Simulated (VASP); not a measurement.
# TaN (P-6m2) in VASP: relaxation of cell and atoms with r2SCAN

Aim: the relaxation of cell and atoms of TaN with r2SCAN.

Everything below comes from runs of VASP 6.6.1. Logs are shortened: lines on timing, memory, paths and dates and some standing lists are left out, and cuts for length are marked.

### 1 The cell of the first run

It takes space group P-6m2 (No. 187, hexagonal). The conventional cell has a = 2.936 Å, b = 2.936 Å, c = 2.885 Å, α = 90.00°, β = 90.00°, γ = 120.00°. Ta (site symmetry -6m2) has 6 N at 2.23 Å and 8 Ta at 2.88 to 2.94 Å within 3.0 Å. N (site symmetry -6m2) has 6 Ta at 2.23 Å and 8 N at 2.88 to 2.94 Å within 3.0 Å.

### 2 Relaxation of cell and atoms, r2SCAN

POSCAR

```
TaN
1.0
    2.9363052426      0.0000000000      0.0000000000
   -1.4681526213      2.5429149334      0.0000000000
    0.0000000000      0.0000000000      2.8846982947
Ta N
1 1
Direct
    0.0000000000      0.0000000000      0.5000000000
    0.6666666667      0.3333333333      0.0000000000
```

INCAR.step1

```
SYSTEM = TaN
PREC = Accurate ; ENCUT = 600
ISMEAR = -1 ; SIGMA = 0.15
LREAL = .False. ; LASPH = .True.
NELM = 100 ; GGA = PE
ALGO = Normal ; EDIFF = 1E-4
LWAVE = .True. ; LCHARG = .False.
```

INCAR.step2

```
SYSTEM = TaN
PREC = Accurate ; ENCUT = 600
EDIFF = 1E-6 ; ISMEAR = -1
SIGMA = 0.15 ; LREAL = .False.
LASPH = .True. ; NELM = 100
ALGO = Normal ; ISIF = 3
LWAVE = .False. ; LCHARG = .False.
METAGGA = R2SCAN ; LMIXTAU = .True.
IBRION = 2 ; NSW = 80
EDIFFG = -0.001 ; ISTART = 1
```

KPOINTS

```
Automatic mesh
0
Gamma
  18 18 14
  0 0 0
```

Potentials or basis: VASP PAW PBE potentials, release 64 (Ta_pv, N).

Started as:

```sh
$ cat potpaw_PBE.64/Ta_pv/POTCAR potpaw_PBE.64/N/POTCAR > POTCAR
$ cp INCAR.step1 INCAR
$ mpirun -np 1 vasp_std > vasp.out
$ cp INCAR.step2 INCAR
$ mpirun -np 1 vasp_std > vasp.out
```

OUTCAR:

```text
SYSTEM = TaN
   PREC = Accurate
   ENCUT = 600
   EDIFF = 1E-6
   ISMEAR = -1
   LREAL = .False.
   LASPH = .True.
   NELM = 100
   ISIF = 3
   METAGGA = R2SCAN
   IBRION = 2
   NSW = 80
   EDIFFG = -0.001
   ISTART = 1

 ion  position               nearest neighbor table
   1  0.000  0.000  0.500-   2 2.23   2 2.23   2 2.23   2 2.23   2 2.23   2 2.23
   2  0.667  0.333  0.000-   1 2.23   1 2.23   1 2.23   1 2.23   1 2.23   1 2.23

  LATTYP: Found a hexagonal cell.
 ALAT       =     2.9363052426
 C/A-ratio  =     0.9824245289

  Lattice vectors:

 A1 = (   2.9363052426,   0.0000000000,   0.0000000000)
 A2 = (  -1.4681526213,   2.5429149334,   0.0000000000)
 A3 = (   0.0000000000,   0.0000000000,   2.8846982947)

Analysis of symmetry for initial positions (statically):
=====================================================================
 Subroutine PRICEL returns:
 Original cell was already a primitive cell.

 Routine SETGRP: Setting up the symmetry group for a
 hexagonal supercell.

 Subroutine GETGRP returns: Found 12 space group operations
 (whereof 12 operations were pure point group operations)
 out of a pool of 24 trial point group operations.

The static configuration has the point symmetry D_3h.

Analysis of symmetry for dynamics (positions and initial velocities):
=====================================================================
 Subroutine PRICEL returns:
 Original cell was already a primitive cell.

 Routine SETGRP: Setting up the symmetry group for a
 hexagonal supercell.

 Subroutine GETGRP returns: Found 12 space group operations
 (whereof 12 operations were pure point group operations)
 out of a pool of 24 trial point group operations.

The dynamic configuration has the point symmetry D_3h.

 Subroutine INISYM returns: Found 12 space group operations
 (whereof 12 operations are pure point group operations),
 and found     1 'primitive' translations

----------------------------------------------------------------------------------------

                                     Primitive cell

  volume of cell :      21.5394

  direct lattice vectors                    reciprocal lattice vectors
     2.936305243  0.000000000  0.000000000     0.340564048  0.196624745  0.000000000
    -1.468152621  2.542914933  0.000000000     0.000000000  0.393249490  0.000000000
     0.000000000  0.000000000  2.884698295     0.000000000  0.000000000  0.346656703
[... 117 lines left out ...]
  energy-cutoff  :      600.00
  volume of cell :       21.54
 maximum number of plane-waves:       736
 NGX is ok and might be reduce to    24
   NGX = 11   NGY = 11   NGZ = 11

--------------------------------------- Ionic step        1  -------------------------------------------

 number of electron      16.0000001 magnetization

 Free energy of the ion-electron system (eV)
  ---------------------------------------------------
  ext. energy  EPLUGINS =         0.00000000
  ---------------------------------------------------
  free energy    TOTEN  =       -60.39866850 eV

  energy without entropy =      -60.39177308  energy(sigma->0) =      -60.39522079

------------------------ aborting loop because EDIFF is reached ----------------------------------------

  FORCE on cell =-STRESS in cart. coord.  units (eV):
  Direction    XX          YY          ZZ          XY          YZ          ZX
  --------------------------------------------------------------------------------------
  -------------------------------------------------------------------------------------
  Total        0.2092763      0.2092763      0.2254727      0.0000000      0.0000000      0.0000000
  in kB       15.5667252     15.5667252     16.7714711      0.0000000      0.0000000      0.0000000
  external PRESSURE =      15.9683072 kB  Pullay stress =       0.0000000 kB
[... 89 lines left out ...]
  FREE ENERGIE OF THE ION-ELECTRON SYSTEM (eV)
  ---------------------------------------------------
  free  energy   TOTEN  =       -60.3991427548 eV

  energy  without entropy=      -60.3922361248  energy(sigma->0) =      -60.39568944

[... ionic steps 4 to 7 ...]

--------------------------------------- Ionic step        8  -------------------------------------------

 number of electron      16.0000001 magnetization

------------------------ aborting loop because EDIFF is reached ----------------------------------------
[... 67 lines left out ...]
--------------------------------------- Ionic step       10  -------------------------------------------

 number of electron      16.0000001 magnetization

 Free energy of the ion-electron system (eV)
  ---------------------------------------------------
  ext. energy  EPLUGINS =         0.00000000
  ---------------------------------------------------
  free energy    TOTEN  =       -60.39914347 eV

  energy without entropy =      -60.39223189  energy(sigma->0) =      -60.39568768

 E-fermi :   8.1800     XC(G=0): -14.3239

 val. band max:        8.1463432363   @ k =   0.0000   0.0000   0.4286
 cond. band min:       8.2063667434   @ k =   0.0556   0.0000   0.5000
 fundamental gap:      0.0600235071
 Fermi energy:         8.1800214977

 k-point     1 :       0.0000    0.0000    0.0000
  band No.  band energies     occupation
      1     -27.9765      2.00000
      2     -27.7135      2.00000
      3     -27.7135      2.00000
      4     -10.6005      2.00000
      5       3.3753      2.00000
      6       3.3753      2.00000
      7       3.7977      2.00000
      8       5.0300      2.00000
      9      10.6444      0.00000
     10      11.9073      0.00000
     11      11.9073      0.00000
     12      12.3832      0.00000
[... 331 lines left out ...]
 k-point    24 :       0.3889    0.1111    0.0000
  band No.  band energies     occupation
      1     -28.7063      2.00000
      2     -28.0241      2.00000
      3     -27.8307      2.00000
      4      -8.3240      2.00000
      5      -0.2005      2.00000
      6       2.7929      2.00000
      7       3.7180      2.00000
      8       5.7607      2.00000
      9      10.6782      0.00000
     10      11.3381      0.00000
     11      12.8987      0.00000
     12      14.5305      0.00000

 [... further k-points ...]

------------------------ aborting loop because EDIFF is reached ----------------------------------------

  FORCE on cell =-STRESS in cart. coord.  units (eV):
  Direction    XX          YY          ZZ          XY          YZ          ZX
  --------------------------------------------------------------------------------------
  -------------------------------------------------------------------------------------
  Total       -0.0011870     -0.0011870     -0.0018333      0.0000000      0.0000000      0.0000000
  in kB       -0.0879079     -0.0879079     -0.1357690      0.0000000      0.0000000      0.0000000
  external PRESSURE =      -0.1038616 kB  Pullay stress =       0.0000000 kB
[... 17 lines left out ...]
  FREE ENERGIE OF THE ION-ELECTRON SYSTEM (eV)
  ---------------------------------------------------
  free  energy   TOTEN  =       -60.3991434685 eV

  energy  without entropy=      -60.3922318937  energy(sigma->0) =      -60.39568768

 reached required accuracy - stopping structural energy minimisation
```

OUTCAR.step1:

```text
SYSTEM = TaN
   PREC = Accurate
   ENCUT = 600
   ISMEAR = -1
   LREAL = .False.
   LASPH = .True.
[... 582 lines left out ...]
      0.00000      0.00000      1.44235        -0.000000      0.000000      0.000000
      1.46815      0.84764      0.00000         0.000000      0.000000      0.000000
 -----------------------------------------------------------------------------------
    total drift:                               -0.000000      0.000000      0.000000

  FREE ENERGIE OF THE ION-ELECTRON SYSTEM (eV)
  ---------------------------------------------------
  free  energy   TOTEN  =       -22.4453965114 eV

  energy  without entropy=      -22.4361237395  energy(sigma->0) =      -22.44076013
```

OSZICAR.step1:

```text
N       E                     dE             d eps       ncg     rms          rms(c)
DAV:   1     0.103497161824E+03    0.10350E+03   -0.10239E+04  7104   0.156E+03
DAV:   2    -0.205074299505E+02   -0.12400E+03   -0.11808E+03  8160   0.368E+02
DAV:   3    -0.249312857568E+02   -0.44239E+01   -0.43578E+01  8836   0.693E+01
DAV:   4    -0.249828173336E+02   -0.51532E-01   -0.51402E-01  7932   0.719E+00
DAV:   5    -0.249834052181E+02   -0.58788E-03   -0.58776E-03  8632   0.651E-01    0.235E+01
DAV:   6    -0.225535825588E+02    0.24298E+01   -0.87603E+00  8652   0.305E+01    0.100E+01
DAV:   7    -0.224721316359E+02    0.81451E-01   -0.50857E-01  8044   0.682E+00    0.685E+00
DAV:   8    -0.224516524272E+02    0.20479E-01   -0.15681E-01  8064   0.400E+00    0.126E+00
DAV:   9    -0.224454123158E+02    0.62401E-02   -0.19960E-02  8100   0.124E+00    0.224E-01
DAV:  10    -0.224454277676E+02   -0.15452E-04   -0.10295E-03  8300   0.401E-01    0.640E-02
DAV:  11    -0.224453965114E+02    0.31256E-04   -0.85774E-05  3880   0.111E-01
   1 F= -.22445397E+02 E0= -.22440760E+02  d E =-.927277E-02
```

Wall time 28 min (1 thread of Intel Xeon 8259CL, shared host); peak memory 0.25 GiB.

What came out:

```
Free energy                           : -60.3991 eV
Relaxed volume                        : 10.82 Å³/atom
Relaxed cell                          : a = 2.941 Å, b = 2.941 Å, c = 2.889 Å, α = 90.00°, β = 90.00°, γ = 120.00°
Space group after relaxing (to 0.1 Å) : P-6m2 (No. 187)
Energy gained by relaxing             : 0.2 meV/atom
Ionic steps                           : 10
Pressure after relaxing               : 0.0 GPa
Band gap on the k mesh                : zero (bands 8 and 9 overlap by 0.25 eV)
```

Step by step:
| step | energy change (eV) | largest force (eV/Å) | pressure (GPa) | volume (Å³) |
| --- | --- | --- | --- | --- |
| 1 | 0.0000 | 0.0000 | 1.60 | 21.54 |
| 2 | 0.0025 | 0.0000 | -3.91 | 21.88 |
| 3 | -0.0005 | 0.0000 | 0.00 | 21.63 |
| 4 | -0.0005 | 0.0000 | -0.02 | 21.63 |
| 5 | -0.0004 | 0.0000 | 0.81 | 21.59 |
| 6 | -0.0005 | 0.0000 | 0.06 | 21.63 |
| 7 | -0.0005 | 0.0000 | 0.05 | 21.63 |
| 8 | -0.0005 | 0.0000 | 0.05 | 21.63 |
| 9 | -0.0005 | 0.0000 | -0.10 | 21.64 |
| 10 | -0.0005 | 0.0000 | -0.01 | 21.63 |

Final structure:
```
CELL_PARAMETERS angstrom
2.94070 0.00000 0.00000
-1.47035 2.54672 0.00000
0.00000 0.00000 2.88879
ATOMIC_POSITIONS crystal
Ta 0.00000 0.00000 0.50000
N 0.66667 0.33333 0.00000
```

Caveat: the PAW data sets were made with another functional, which shifts forces and pressure a little; spin-orbit coupling is left out, which moves the levels of the heavy elements.
